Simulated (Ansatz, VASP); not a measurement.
Two plane-wave programs on Si5O

```xyz
6
Lattice="-2.7006 2.7006 3.0804 2.7006 -2.7006 3.0804 2.7006 2.7006 -3.0804" Properties=species:S:1:pos:R:3 pbc="T T T"
Si    1.3503    1.3503    1.5402
Si    1.3503    1.3503   -1.5402
Si   -1.3503    1.3503    1.5402
Si    1.3503   -1.3503    1.5402
Si    0.0000    0.0000    0.0000
O     0.0000    0.0000    3.0804
```

Alike in both runs: task relaxation of cell and atoms; functional PBE; k mesh 10 × 10 × 10; occupations gaussian, width 0.1 eV; no spin polarisation.

|  | VASP | Ansatz |
| --- | --- | --- |
| version | VASP 6.6.1 | Ansatz 0.2.0 |
| potentials or method | VASP PAW PBE potentials, release 64 (Si, O), cutoff 600 eV | scalar-relativistic, plane waves, PAW |
| valence electrons in the cell | 26 | 26 |

```csv
,VASP,Ansatz,Ansatz less VASP
"gap on the k mesh at the Fermi level, each at its own relaxed structure (eV)",none,none,-
relaxed volume (Å³/atom),15.06,15.08,+0.012
relaxed length of the cell vector where the two differ most in proportion (Å),4.921,4.922,+0.0009
```

A gap of «none» marks a metal or a gap that the smearing closes.
